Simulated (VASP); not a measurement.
## BaTiO3: single point with PBEsol

The system is BaTiO3.

```
CELL_PARAMETERS angstrom
3.95549 0.00000 0.00000
0.00000 3.95549 0.00000
0.00000 0.00000 4.16536
ATOMIC_POSITIONS crystal
Ba 0.50000 0.50000 0.59009
Ti 0.00000 0.00000 0.10679
O 0.00000 0.50000 0.06052
O 0.50000 0.00000 0.06052
O 0.00000 0.00000 0.54207
```

This cell differs from its parent crystal: strain along c alone, the other axes held: +3.0 %, then relaxed in part.

```yaml
Program: VASP 6.6.1
Task: single point
Functional: PBEsol
Potentials_or_basis: VASP PAW PBE potentials, release 64 (Ba_sv, Ti_sv, O_h)
Cutoff: 1340 eV
k_mesh: 8 × 8 × 8
Occupations: gaussian, width 0.02 eV
Spin: no spin polarisation
```

```json
{
  "Pressure": "-1.2 GPa",
  "Largest force": "0.053 eV/Å",
  "Band gap on the k mesh": "1.78 eV (least direct gap 2.34 eV)"
}
```

Forces in eV/Å, atoms in the order of the input:
```
Ba   0.000  0.000 -0.053
Ti   0.000  0.000 -0.034
O    0.000  0.000  0.026
O    0.000  0.000  0.026
O    0.000  0.000  0.035
```

Stress tensor (GPa, compression positive):
```
-0.88  0.00  0.00
 0.00 -0.88  0.00
 0.00  0.00 -1.76
```

Levels at points of the mesh, in eV from the valence-band top:
```tsv
k point	band 16	band 17	band 18	band 19	band 20	band 21	band 22	band 23	band 24	band 25
(0.00, 0.00, 0.00)	-1.71	-1.38	-0.87	-0.56	-0.56	1.78	2.40	2.40	4.18	4.32
(0.50, 0.00, 0.00)	-2.09	-2.04	-1.78	-1.55	-1.30	2.49	3.53	3.63	4.20	5.71
(0.50, 0.50, 0.00)	-3.09	-2.02	-1.12	-1.12	-0.06	3.67	3.67	4.02	4.24	7.53
(0.00, 0.00, 0.50)	-2.17	-2.13	-2.10	-0.74	-0.74	1.92	3.51	3.51	4.18	6.04
(0.50, 0.00, 0.50)	-2.75	-1.86	-1.18	-1.10	-0.51	3.53	3.58	3.81	4.97	7.28
(0.50, 0.50, 0.50)	-2.61	-2.61	-0.44	-0.44	0.00	4.08	4.08	4.20	6.04	6.36
```

Wall time 12 min on 1 thread of Intel(R) Xeon(R) Platinum 8259CL CPU @ 2.50GHz (Skylake/Cascade Lake), with other jobs on the host, peak memory 0.74 GiB.

Caveat: the cell differs from its parent crystal (strain along c alone, the other axes held: +3.0 %, then relaxed in part); the PAW data sets were made with another functional, which shifts forces and pressure a little; spin-orbit coupling is left out, which moves the levels of the heavy elements. A k mesh can miss the band edges.
